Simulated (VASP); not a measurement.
Si3Ge:

```
CELL_PARAMETERS angstrom
4.90894 0.00000 0.00000
0.00000 4.90894 0.00000
0.00000 0.00000 2.71167
ATOMIC_POSITIONS crystal
Si 0.00000 0.50000 0.00000
Si 0.50000 0.00000 0.00000
Si 0.00000 0.00000 0.50000
Ge 0.50000 0.50000 0.00000
```

| Item | Value |
| --- | --- |
| Program | VASP 6.6.1 |
| Task | relaxation of cell and atoms |
| Functional | PBE |
| Potentials or basis | VASP PAW PBE potentials, release 64 (Si, Ge_d) |
| Cutoff | 600 eV |
| k mesh | 4 × 4 × 6 |
| Occupations | gaussian, width 0.1 eV |
| Spin | no spin polarisation |

At the start: pressure 0.9 GPa; volume 16.34 Å³/atom.

Problem. Where does the relaxation end?

Solution. Over 8 steps the energy falls by 45.5 meV/atom and the volume is 16.42 Å³/atom (+0.5 %); space group P4/mmm (No. 123, to 0.05 Å).

Step by step:
```tsv
step	energy change (eV)	largest force (eV/Å)	pressure (GPa)	volume (Å³)
1	0.0000	0.0000	0.87	65.35
2	-0.1217	0.0000	-1.10	66.12
3	0.1330	0.0000	1.45	67.68
4	-0.1783	0.0000	-1.18	66.61
5	-0.1784	0.0000	-1.15	66.63
6	-0.1792	0.0000	0.63	65.38
7	-0.1810	0.0000	-0.19	65.95
8	-0.1818	0.0000	0.00	65.67
```

Final structure:
```yaml
crystal:
  lattice:
    - [5.07166, 0.00000, 0.00000]
    - [0.00000, 5.07166, 0.00000]
    - [0.00000, 0.00000, 2.55305]
  atoms:
    - { symbol: Si, position: [0.00000, 0.50000, 0.00000] }
    - { symbol: Si, position: [0.50000, 0.00000, 0.00000] }
    - { symbol: Si, position: [0.00000, 0.00000, 0.50000] }
    - { symbol: Ge, position: [0.50000, 0.50000, 0.00000] }
```

Caveat: the k points lie up to 0.41 Å⁻¹ apart in the final cell.
